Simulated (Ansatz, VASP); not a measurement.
**TeOs in VASP and in Ansatz**

File INCAR:

```
SYSTEM = TeOs
PREC = Accurate
ENCUT = 520
EDIFF = 1E-7
ISMEAR = 0
SIGMA = 0.05
LREAL = .FALSE.
LASPH = .TRUE.
NELM = 150
ALGO = Normal
ISIF = 2
LWAVE = .FALSE.
LCHARG = .FALSE.
ISPIN = 2
MAGMOM = 0.05 0
LORBIT = 11
LMAXMIX = 4
GGA = PE
NBANDS = 18
```

File KPOINTS:

```
regular mesh
0
G
  10 10 10
  0 0 0
```

The input POSCAR:

```
TeOs
1.0
    0.0409960611      2.7330707412      2.7330707412
    2.7740668023      0.0000000000      2.7740668023
    2.7330707412      2.7330707412      0.0409960611
Os Te
1 1
Direct
    0.5000000000      0.5000000000      0.5000000000
    0.0000000000      0.0000000000      0.0000000000
```

Input for Ansatz:

```yaml
crystal:
  lattice:
    - [0.0409960611, 2.7330707412, 2.7330707412]
    - [2.7740668023, 0.0, 2.7740668023]
    - [2.7330707412, 2.7330707412, 0.0409960611]
  atoms:
    - { symbol: Os, position: [0.5, 0.5, 0.5], spin: 0.05 }
    - { symbol: Te, position: [0.0, 0.0, 0.0] }
basis:
  ecutwfc: 420
  ecutrho_ratio: 4
kpoints:
  mp_grid: { grid: [10, 10, 10] }
hamiltonian:
  xc: pbe
scf:
  occupations: { method: gaussian, width: 0.05 }
output:
  forces: true
  stress: true
  eigenvalues: true
  populations: true
magnetization:
  spin_polarized: true
```

Change from the starting cell: strain e5 = +0.03, atoms carried along.

Alike in both runs: task single point; functional PBE; k mesh 10 × 10 × 10; occupations gaussian, width 0.05 eV; collinear spin.

|  | VASP | Ansatz |
| --- | --- | --- |
| version | VASP 6.6.1 | Ansatz 0.2.0 |
| potentials or method | VASP PAW PBE potentials, release 64 (Os, Te), cutoff 520 eV | scalar-relativistic, plane waves, PAW |
| valence electrons in the cell | 14 | 32 |

|  | VASP | Ansatz | Ansatz less VASP |
| --- | --- | --- | --- |
| gap on the k mesh at the Fermi level (eV) | none | none | - |
| pressure (GPa) | 0.0 | 0.0 | +0.03 |
| traceless stress, the component that is largest in VASP (GPa) | 0.15 | 0.14 | -0.013 |
| net moment per atom (μB) | 0.00 | 0.00 | 0.000 |

A gap of «none» marks a metal or a gap that the smearing closes. VASP's potentials hold 14 valence electrons a cell and Ansatz's 32, so a difference there can come from the potentials and not from the codes. Ansatz's warnings: seeded moment not kept.

Spin-orbit coupling is off throughout.
